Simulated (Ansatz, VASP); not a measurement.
**Two plane-wave programs on ScBSbP3**

```xyz
6
Lattice="4.2065 0.0000 0.0000 0.0000 4.8398 0.0000 0.0000 0.0000 7.8572" Properties=species:S:1:pos:R:3 pbc="T T T"
Sc    0.0000    2.4199    3.9286
B     0.0000    0.0000    0.0000
Sb    2.1033    0.0000    0.0000
P     2.1033    0.0000    2.7437
P     2.1033    0.0000    5.1135
P     0.0000    0.0000    3.9286
```

Alike in both runs: functional PBE; k mesh 4 × 4 × 2; occupations gaussian, width 0.1 eV; no spin polarisation.

Ansatz relaxed the structure, and its values are those at the end. VASP's run is a single point on that final structure, the one shown.

|  | VASP | Ansatz |
| --- | --- | --- |
| version | VASP 6.6.1 | Ansatz 0.2.0 |
| potentials or method | VASP PAW PBE potentials, release 64 (Sc_sv, B, Sb_d_GW, P), cutoff 560 eV | scalar-relativistic, plane waves, PAW |
| valence electrons in the cell | 44 | 44 |

```csv
,VASP,Ansatz,Ansatz less VASP
gap on the k mesh at the Fermi level (eV),none,none,-
pressure (GPa),-0.1,0.0,+0.03
rms of the force components (eV/Å),0.011,0.002,-0.0090
```

A gap of «none» marks a metal or a gap that the smearing closes.

The k mesh is coarse, so the values compare programs but aren't converged. Spin-orbit coupling is off throughout.
